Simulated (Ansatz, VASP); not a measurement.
# One calculation of CaS, two programs

Contents of INCAR:

```
PREC = Accurate
ENCUT = 500
EDIFF = 1E-6
ISMEAR = 0
SIGMA = 0.05
LREAL = F
LASPH = T
NELM = 120
ALGO = Normal
ISIF = 2
LWAVE = F
LCHARG = T
GGA = RE
LELF = T
LVHAR = T
NBANDS = 15
GGA_COMPAT = F
```

KPOINTS

```
Automatic mesh
0
Gamma
  8 8 8
```

Contents of POSCAR:

```
CaS
1.0
    0.0000000000      2.8844268999      2.8844268999
    2.8844268999      0.0000000000      2.8844268999
    2.8844268999      2.8844268999      0.0000000000
Ca S
1 1
Direct
    0.5000000000      0.5000000000      0.5000000000
    0.0000000000      0.0000000000      0.0000000000
```

Input for Ansatz:

```yaml
crystal:
  lattice:
    - [0.0, 2.8844268999, 2.8844268999]
    - [2.8844268999, 0.0, 2.8844268999]
    - [2.8844268999, 2.8844268999, 0.0]
  atoms:
    - { symbol: Ca, position: [0.5, 0.5, 0.5] }
    - { symbol: S, position: [0.0, 0.0, 0.0] }
basis:
  ecutwfc: 420
  ecutrho_ratio: 4
kpoints:
  mp_grid: { grid: [8, 8, 8] }
hamiltonian:
  xc: revpbe
scf:
  occupations: { method: gaussian, width: 0.05 }
output:
  forces: true
  stress: true
  eigenvalues: true
```

Alike in both runs: task single point; functional revPBE; k mesh 8 × 8 × 8; occupations gaussian, width 0.05 eV; no spin polarisation.

|  | VASP | Ansatz |
| --- | --- | --- |
| version | VASP 6.6.1 | Ansatz 0.2.0 |
| potentials or method | VASP PAW PBE potentials, release 64 (Ca_sv, S), cutoff 500 eV | scalar-relativistic, plane waves, PAW |
| valence electrons in the cell | 16 | 16 |

Ansatz gave:

```
gap on the k mesh at the Fermi level (eV) : 2.54
least direct gap on the mesh (eV)         : 3.31
pressure (GPa)                            : 0.0
```

Problem. Estimate VASP's values.

Solution. gap on the k mesh at the Fermi level (eV): 2.53; least direct gap on the mesh (eV): 3.30; pressure (GPa): 0.1.

VASP's potentials were made for PBE, not for revPBE.
